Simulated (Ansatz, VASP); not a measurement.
# BP: VASP beside Ansatz

```
CELL_PARAMETERS angstrom
0.00000 2.13798 2.13798
2.13798 0.00000 2.13798
2.13798 2.13798 0.00000
ATOMIC_POSITIONS crystal
B 0.00000 0.00000 0.00000
P 0.50000 0.50000 0.50000
```

Change from the starting cell: volume scaled by 0.97, PAW files.

Alike in both runs: task electric field gradients; functional PBE; k mesh 16 × 16 × 16; occupations fermi-dirac, width 0.05 eV; no spin polarisation.

```csv
,VASP,Ansatz
version,VASP 6.6.1,Ansatz 0.2.0
potentials or method,"VASP PAW PBE potentials, release 64 (B, P)","PAW with Ansatz's default frozen-core files, scalar-relativistic"
plane-wave cutoff (eV),520,420
valence electrons in the cell,8,8
```

VASP gave:

```
pressure (GPa) : 5.0
```

Problem. What did Ansatz give for the same quantities?

Solution. Pressure (GPa): 5.3.

With one functional, cell and mesh, what is left measures potentials, basis and numerics.
